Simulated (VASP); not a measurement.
# Ge (Pm-3m) in VASP: a series of runs

The runs below take Ge through single point, with PBE.

Program: VASP 6.6.1. These are calculated values, not measurements. Logs are shortened: lines on timing, memory, paths and dates and some standing lists are left out, and cuts for length are marked.

### Step 1. The cell of the first run

The structure is cubic, space group Pm-3m (No. 221). The conventional cell has a = 2.601 Å, b = 2.601 Å, c = 2.601 Å, α = 90.00°, β = 90.00°, γ = 90.00°. Within 3.4 Å of Ge (site symmetry m-3m) lie 6 Ge at 2.60 Å.

### Step 2. Single point, PBE (volume scaled by 0.88)

INCAR reads:

```
SYSTEM = Ge
  PREC = Accurate
  ENCUT = 520
  EDIFF = 1E-7
  ISMEAR = -1
  SIGMA = 0.1
  LREAL = .False.
  LASPH = .True.
  NELM = 60
  ALGO = Normal
  ISIF = 2
  LWAVE = .False.
  LCHARG = .False.
  GGA = PE
  NBANDS = 13
```

KPOINTS reads:

```
regular mesh
0
Gamma
  13 13 13
  0 0 0
```

POSCAR reads:

```
Ge
1.0
    2.6005525792      0.0000000000      0.0000000000
    0.0000000000      2.6005525792      0.0000000000
    0.0000000000      0.0000000000      2.6005525792
Ge
1
Direct
    0.0000000000      0.0000000000      0.0000000000
```

Potentials or basis: VASP PAW PBE potentials, release 64 (Ge_d).

Started as:

```console
> cat potpaw_PBE.64/Ge_d/POTCAR > POTCAR
> mpirun -np 1 vasp_std > vasp.out
```

OUTCAR:

```text
SYSTEM = Ge
   PREC = Accurate
   ENCUT = 520
   EDIFF = 1E-7
   ISMEAR = -1
   LREAL = .False.
   LASPH = .True.
   NELM = 60
   ISIF = 2
   GGA = PE

 ion  position               nearest neighbor table
   1  0.000  0.000  0.000-

  LATTYP: Found a simple cubic cell.
 ALAT       =     2.6005525792

  Lattice vectors:

 A1 = (   2.6005525792,   0.0000000000,   0.0000000000)
 A2 = (   0.0000000000,   2.6005525792,   0.0000000000)
 A3 = (   0.0000000000,   0.0000000000,   2.6005525792)

Analysis of symmetry for initial positions (statically):
=====================================================================
 Subroutine PRICEL returns:
 Original cell was already a primitive cell.

 Routine SETGRP: Setting up the symmetry group for a
 simple cubic supercell.

 Subroutine GETGRP returns: Found 48 space group operations
 (whereof 48 operations were pure point group operations)
 out of a pool of 48 trial point group operations.

The static configuration has the point symmetry O_h .

Analysis of symmetry for dynamics (positions and initial velocities):
=====================================================================
 Subroutine PRICEL returns:
 Original cell was already a primitive cell.

 Routine SETGRP: Setting up the symmetry group for a
 simple cubic supercell.

 Subroutine GETGRP returns: Found 48 space group operations
 (whereof 48 operations were pure point group operations)
 out of a pool of 48 trial point group operations.

The dynamic configuration has the point symmetry O_h .

 Subroutine INISYM returns: Found 48 space group operations
 (whereof 48 operations are pure point group operations),
 and found     1 'primitive' translations

----------------------------------------------------------------------------------------

                                     Primitive cell

  volume of cell :      17.5872

  direct lattice vectors                    reciprocal lattice vectors
     2.600552579  0.000000000  0.000000000     0.384533659  0.000000000  0.000000000
     0.000000000  2.600552579  0.000000000     0.000000000  0.384533659  0.000000000
     0.000000000  0.000000000  2.600552579     0.000000000  0.000000000  0.384533659

  length of vectors
     2.600552579  2.600552579  2.600552579     0.384533659  0.384533659  0.384533659

  position of ions in fractional coordinates (direct lattice)
     0.000000000  0.000000000  0.000000000

  ion indices of the primitive-cell ions
   primitive index   ion index
                 1           1

----------------------------------------------------------------------------------------

 KPOINTS: regular mesh

Automatic generation of k-mesh.
 Grid dimensions read from file:
 generate k-points for:   13   13   13

 Generating k-lattice:

  Cartesian coordinates                     Fractional coordinates (reciprocal lattice)
     0.029579512  0.000000000  0.000000000     0.076923077  0.000000000  0.000000000
     0.000000000  0.029579512  0.000000000     0.000000000  0.076923077  0.000000000
     0.000000000  0.000000000  0.029579512     0.000000000  0.000000000  0.076923077

  Length of vectors
     0.029579512  0.029579512  0.029579512

  Shift w.r.t. Gamma in fractional coordinates (k-lattice)
     0.000000000  0.000000000  0.000000000

 Subroutine IBZKPT returns following result:
 ===========================================

 Found     84 irreducible k-points:

 Following reciprocal coordinates:
            Coordinates               Weight
  0.000000  0.000000  0.000000      1.000000
  0.076923  0.000000  0.000000      6.000000
  0.153846  0.000000  0.000000      6.000000
  0.230769  0.000000  0.000000      6.000000
  0.307692  0.000000  0.000000      6.000000
  0.384615  0.000000  0.000000      6.000000
[... 16 lines left out ...]
  0.307692  0.307692  0.000000     12.000000
  0.384615  0.307692  0.000000     24.000000
 [... further k-points ...]
   k-points           NKPTS =     84   k-points in BZ     NKDIM =     84   number of bands    NBANDS=     13
   number of dos      NEDOS =    301   number of ions     NIONS =      1
   total plane-waves  NPLWV =   8000
   dimension x,y,z NGX =    20 NGY =   20 NGZ =   20
   dimension x,y,z NGXF=    40 NGYF=   40 NGZF=   40
   ions per type =               1
   NGX,Y,Z   is equivalent  to a cutoff of  12.79, 12.79, 12.79 a.u.
   NGXF,Y,Z  is equivalent  to a cutoff of  25.57, 25.57, 25.57 a.u.
 SYSTEM =  Ge
   PREC   = accura    normal or accurate (medium, high low for compatibility)
   ISTART =      0    job   : 0-new  1-cont  2-samecut
   ICHARG =      2    charge: 1-file 2-atom 10-const
   ISPIN  =      1    spin polarized calculation?
   LNONCOLLINEAR =      F non collinear calculations
   LSORBIT =      F    spin-orbit coupling
   LASPH  =      T    aspherical Exc in radial PAW
   ENCUT  =  520.0 eV  38.22 Ry    6.18 a.u.   4.84  4.84  4.84*2*pi/ulx,y,z
   NELM   =     60;   NELMIN=  2; NELMDL= -5     # of ELM steps
   EDIFF  = 0.1E-06   stopping-criterion for ELM
   LREAL  =      F    real-space projection
   EDIFFG = 0.1E-05   stopping-criterion for IOM
   NSW    =      0    number of steps for IOM
   IBRION =     -1    ionic relax: 0-MD 1-quasi-New 2-CG
   NFREE  =      0    steps in history (QN), initial steepest desc. (CG)
   ISIF   =      2    stress and relaxation
   ISYM   =      2    0-nonsym 1-usesym 2-fastsym
   POTIM  = 0.5000    time-step for ionic-motion
   TEBEG  =    0.0;   TEEND  =   0.0 temperature during run
   PSTRESS=    0.0 pullay stress
   NELECT =      14.0000    total number of electrons
   NUPDOWN=      -1.0000    fix difference up-down
   EMIN   =  10.00;   EMAX   =-10.00  energy-range for DOS
   EFERMI =   0.00;   METHOD = LEGACY
   ISMEAR =    -1;   SIGMA  =   0.10  broadening in eV -4-tet -1-fermi 0-gaus
   EFERMI_NEDOS =   21; number of points for ismear=-14 and -15
   IALGO  =     38    algorithm
   IMIX   =      4    mixing-type and parameters
     AMIX     =   0.40;   BMIX     =  1.00
     AMIX_MAG =   1.60;   BMIX_MAG =  1.00
  volume/ion in A,a.u.               =      17.59       118.68
  Fermi-wavevector in a.u.,A,eV,Ry     =   1.517232  2.867152 31.320498  2.301992
  Thomas-Fermi vector in A             =   2.626515
   LORBIT       =      0    0 simple, 1 ext, 2 COOP (PROOUT), +10 PAW based schemes
   GGA     = PE    functional components
   LHFCALC =     F    Hartree Fock is set to
   AEXX    =    0.0000 exact exchange contribution
   IVDW    =     0    specifies the selected vdW correction
   LEPSILON=     F    determine dielectric tensor
   LRPA    =     F    only Hartree local field effects (RPA)
 non-spin polarized calculation
  energy-cutoff  :      520.00
  volume of cell :       17.59
 maximum number of plane-waves:       484
 NGX is ok and might be reduce to    20
   NGX =  9   NGY =  9   NGZ =  9

 number of electron      14.0000024 magnetization

 Free energy of the ion-electron system (eV)
  ---------------------------------------------------
  ext. energy  EPLUGINS =         0.00000000
  ---------------------------------------------------
  free energy    TOTEN  =        -4.20964289 eV

  energy without entropy =       -4.19627493  energy(sigma->0) =       -4.20295891

 E-fermi :   7.3689     XC(G=0): -11.5327

 val. band max:        7.3573843443   @ k =   0.4615   0.4615   0.3846
 cond. band min:       7.3921922703   @ k =   0.4615   0.3846   0.2308
 fundamental gap:      0.0348079260
 Fermi energy:         7.3688907355

 k-point     1 :       0.0000    0.0000    0.0000
  band No.  band energies     occupation
      1     -17.5179      2.00000
      2     -17.5179      2.00000
      3     -17.1714      2.00000
      4     -17.1714      2.00000
      5     -17.1714      2.00000
      6      -6.4997      2.00000
      7      14.5625      0.00000
      8      14.5625      0.00000
      9      14.5625      0.00000
     10      17.7915      0.00000
     11      17.7915      0.00000
     12      21.0651      0.00000
     13      37.5267      0.00000

 k-point     2 :       0.0769    0.0000    0.0000
  band No.  band energies     occupation
      1     -17.5167      2.00000
      2     -17.5027      2.00000
      3     -17.1766      2.00000
      4     -17.1766      2.00000
      5     -17.1709      2.00000
      6      -6.3715      2.00000
      7      12.7226      0.00000
      8      14.6898      0.00000
      9      14.6898      0.00000
     10      17.9031      0.00000
     11      19.1651      0.00000
     12      21.8494      0.00000
     13      35.2860      0.00000

 k-point     3 :       0.1538    0.0000    0.0000
  band No.  band energies     occupation
      1     -17.5134      2.00000
      2     -17.4609      2.00000
      3     -17.1912      2.00000
      4     -17.1912      2.00000
      5     -17.1697      2.00000
      6      -5.9871      2.00000
      7       9.9639      0.00000
      8      15.0648      0.00000
      9      15.0648      0.00000
     10      18.2365      0.00000
     11      20.1806      0.00000
     12      24.5209      0.00000
     13      32.4532      0.00000
[... 305 lines left out ...]
 k-point    23 :       0.3077    0.3077    0.0000
  band No.  band energies     occupation
      1     -17.4166      2.00000
      2     -17.3171      2.00000
      3     -17.2274      2.00000
      4     -17.2252      2.00000
      5     -17.2241      2.00000
      6      -2.4549      2.00000
      7       6.1711      1.99999
      8       7.4288      0.70907
      9      16.6091      0.00000
     10      18.3197      0.00000
     11      22.7434      0.00000
     12      29.1347      0.00000
     13      29.4586      0.00000

 k-point    24 :       0.3846    0.3077    0.0000
  band No.  band energies     occupation
      1     -17.4048      2.00000
      2     -17.3412      2.00000
      3     -17.2437      2.00000
      4     -17.2243      2.00000
      5     -17.1768      2.00000
      6      -1.3877      2.00000
      7       4.5453      2.00000
      8       7.8435      0.01723
      9      14.7296      0.00000
     10      19.1491      0.00000
     11      23.7517      0.00000
     12      27.6014      0.00000
     13      28.0918      0.00000

 [... further k-points ...]

------------------------ aborting loop because EDIFF is reached ----------------------------------------

  FORCE on cell =-STRESS in cart. coord.  units (eV):
  Direction    XX          YY          ZZ          XY          YZ          ZX
  --------------------------------------------------------------------------------------
  -------------------------------------------------------------------------------------
  Total        1.2666717      1.2666717      1.2666717      0.0000000      0.0000000      0.0000000
  in kB      115.3925444    115.3925444    115.3925444      0.0000000      0.0000000      0.0000000
  external PRESSURE =     115.3925444 kB  Pullay stress =       0.0000000 kB

 VOLUME and BASIS-vectors are now :
 -----------------------------------------------------------------------------
  energy-cutoff  :      520.00
  volume of cell :       17.59
      direct lattice vectors                 reciprocal lattice vectors
     2.600552579  0.000000000  0.000000000     0.384533659  0.000000000  0.000000000
     0.000000000  2.600552579  0.000000000     0.000000000  0.384533659  0.000000000
     0.000000000  0.000000000  2.600552579     0.000000000  0.000000000  0.384533659

 POSITION                                       TOTAL-FORCE (eV/Angst)
 -----------------------------------------------------------------------------------
      0.00000      0.00000      0.00000         0.000000      0.000000      0.000000
 -----------------------------------------------------------------------------------
    total drift:                               -0.000000      0.000000      0.000000

  FREE ENERGIE OF THE ION-ELECTRON SYSTEM (eV)
  ---------------------------------------------------
  free  energy   TOTEN  =        -4.2096428860 eV

  energy  without entropy=       -4.1962749274  energy(sigma->0) =       -4.20295891
```

Wall time 8.2 s (1 thread of Intel Xeon 6975P-C, shared host); peak memory 0.13 GiB.

What came out:

```
Free energy            : -4.2096 eV
Pressure               : 11.5 GPa
Band gap on the k mesh : zero (band 7 reaches 14.56 eV, above the bottom of band 8 at 4.79 eV)
```

### Step 3. Single point, PBE (volume scaled by 0.92)

INCAR reads:

```
SYSTEM = Ge
PREC     = Accurate       ! precision mode
ENCUT    = 520            ! plane-wave cutoff, eV
EDIFF    = 1E-7           ! SCF threshold, eV
ISMEAR   = -1             ! smearing method
SIGMA    = 0.1            ! smearing width, eV
LREAL    = .FALSE.        ! projectors in reciprocal space
LASPH    = .TRUE.         ! aspherical terms in the spheres
NELM     = 100            ! most SCF steps
ALGO     = Normal         ! electronic algorithm
ISIF     = 2              ! what is computed and relaxed
LWAVE    = .FALSE.        ! write WAVECAR
LCHARG   = .FALSE.        ! write CHGCAR
GGA      = PE             ! functional
NBANDS   = 13             ! bands
```

KPOINTS reads:

```
regular mesh
0
G
  13 13 13
  0 0 0
```

POSCAR reads:

```
Ge
1.0
    2.6393725200      0.0000000000      0.0000000000
    0.0000000000      2.6393725200      0.0000000000
    0.0000000000      0.0000000000      2.6393725200
Ge
1
Direct
    0.0000000000      0.0000000000      0.0000000000
```

Potentials or basis: VASP PAW PBE potentials, release 64 (Ge_d).

Started as:

```console
> cat potpaw_PBE.64/Ge_d/POTCAR > POTCAR
> mpirun -np 1 vasp_std > vasp.out
```

Run time: 7.3 s. Hardware: 1 thread of Intel Xeon 6975P-C, shared host; peak memory 0.14 GiB.

It converged, with:

| Property | Result |
| --- | --- |
| Free energy | -4.2550 eV |
| Pressure | 6.7 GPa |
| Band gap on the k mesh | zero (band 7 reaches 13.80 eV, above the bottom of band 8 at 4.36 eV) |

Levels at points of the mesh, in eV from the Fermi level:
```tsv
k point	band 5	band 6	band 7	band 8	band 9	band 10
(0.00, 0.00, 0.00)	-24.51	-13.47	6.95	6.95	6.95	10.25
```
